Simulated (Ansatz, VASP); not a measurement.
CdTe: VASP beside Ansatz

Contents of POSCAR:

```
CdTe
1.0
    0.0000000000      3.1616838793      3.1616838793
    3.1616838793      0.0000000000      3.1616838793
    3.1616838793      3.1616838793      0.0000000000
Te Cd
1 1
Direct
    0.7500000000      0.7500000000      0.7500000000
    0.0000000000      0.0000000000      0.0000000000
```

INCAR.step1

```
ALGO = Normal ; EDIFF = 1E-5
ENCUT = 520 ; GGA = PE
ISIF = 2 ; ISMEAR = -1
LASPH = True ; LCHARG = False
LREAL = False ; LWAVE = True
NBANDS = 16 ; NELM = 80
PREC = Accurate ; SIGMA = 0.05
```

INCAR.step2

```
AEXX = 0.2 ; AGGAC = 0.81
AGGAX = 0.72 ; ALDAC = 0.19
ALGO = Normal ; EDIFF = 1E-6
ENCUT = 520 ; GGA = B5
ISIF = 2 ; ISMEAR = -1
ISTART = 1 ; LASPH = True
LCHARG = False ; LHFCALC = True
LREAL = False ; LWAVE = False
NBANDS = 16 ; NELM = 80
PREC = Accurate ; PRECFOCK = Normal
SIGMA = 0.05
```

File KPOINTS:

```
k-points
0
Gamma
  4 4 4
```

The input input.yaml:

```yaml
crystal:
  lattice:
    - [0.0, 3.1616838793, 3.1616838793]
    - [3.1616838793, 0.0, 3.1616838793]
    - [3.1616838793, 3.1616838793, 0.0]
  atoms:
    - { symbol: Te, position: [0.75, 0.75, 0.75] }
    - { symbol: Cd, position: [0.0, 0.0, 0.0] }
hamiltonian:
  xc: b3lyp5
  pseudopotentials: { kind: paw }
kpoints:
  mp_grid: { grid: [4, 4, 4] }
scf:
  occupations: { method: fermi_dirac, width: 0.05 }
output:
  forces: true
  stress: true
  eigenvalues: true
  write_density: true
  write_potential: true
  elf: true
  volumetric_format: npy
```

Alike in both runs: task single point; functional B3LYP5; k mesh 4 × 4 × 4; occupations fermi-dirac, width 0.05 eV; no spin polarisation.

```csv
,VASP,Ansatz
version,VASP 6.6.1,Ansatz 0.2.0
potentials or method,"VASP PAW PBE potentials, release 64 (Te, Cd)",Ansatz PAW
plane-wave cutoff (eV),520,420
valence electrons in the cell,18,36
```

|  | VASP | Ansatz | Ansatz less VASP |
| --- | --- | --- | --- |
| gap on the k mesh at the Fermi level (eV) | 2.14 | 2.14 | +0.005 |
| least direct gap on the mesh (eV) | 2.14 | 2.14 | +0.005 |
| pressure (GPa) | 8.6 | 8.5 | -0.16 |

VASP's potentials were made for PBE, not for B3LYP5. VASP's potentials hold 18 valence electrons a cell and Ansatz's 36, so a difference there can come from the potentials and not from the codes.

The k mesh is coarse, so the values compare programs but aren't converged. Spin-orbit coupling is off throughout.
